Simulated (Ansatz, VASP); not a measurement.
# KBr in VASP and in Ansatz

The input POSCAR:

```
KBr
1.0
    0.0000000000      3.3024386828      3.3024386828
    3.3024386828      0.0000000000      3.3024386828
    3.3024386828      3.3024386828      0.0000000000
K Br
1 1
Direct
    0.0000000000      0.0000000000      0.0000000000
    0.5000000000      0.5000000000      0.5000000000
```

The input INCAR.step1:

```
PREC = Accurate
ENCUT = 520
EDIFF = 1E-5
ISMEAR = 0
SIGMA = 0.01
LREAL = False
LASPH = True
NELM = 60
ALGO = Normal
ISIF = 2
LWAVE = True
LCHARG = False
GGA = PE
NBANDS = 15
```

The input INCAR.step2:

```
PREC = Accurate
ENCUT = 520
EDIFF = 1E-7
ISMEAR = 0
SIGMA = 0.01
LREAL = False
LASPH = True
NELM = 60
ALGO = Normal
ISIF = 2
LWAVE = False
LCHARG = False
GGA = PE
LHFCALC = True
AEXX = 0.35
HFSCREEN = 0.1
PRECFOCK = Normal
ISTART = 1
NBANDS = 15
```

KPOINTS

```
Automatic mesh
0
Gamma
  4 4 4
```

Input for Ansatz:

```yaml
crystal:
  lattice:
    - [0.0, 3.3024386828, 3.3024386828]
    - [3.3024386828, 0.0, 3.3024386828]
    - [3.3024386828, 3.3024386828, 0.0]
  atoms:
    - { symbol: K, position: [0.0, 0.0, 0.0] }
    - { symbol: Br, position: [0.5, 0.5, 0.5] }
kpoints:
  mp_grid: { grid: [4, 4, 4] }
hamiltonian:
  xc: { exchange: pbe, correlation: pbe, exx: { coeff: 0.35, omega: 0.1 } }
scf:
  occupations: { method: fixed }
  n_extra_bands: 4
output:
  forces: true
  stress: true
  eigenvalues: true
```

Alike in both runs: task single point; functional PBE-based screened hybrid; k mesh 4 × 4 × 4; no spin polarisation.

```csv
,VASP,Ansatz
version,VASP 6.6.1,Ansatz 0.2.0
potentials or method,"VASP PAW PBE potentials, release 64 (K_sv, Br)",plane waves
plane-wave cutoff (eV),520,420
occupations,"gaussian, width 0.01 eV",fixed
valence electrons in the cell,16,16
```

```csv
,VASP,Ansatz,Ansatz less VASP
gap on the k mesh at the Fermi level (eV),6.56,6.56,-0.003
pressure (GPa),0.3,0.3,+0.03
```

VASP's potentials were made for PBE, not for PBE-based screened hybrid. Ansatz's warnings: stress exchange threshold loose, stress scf threshold loose.
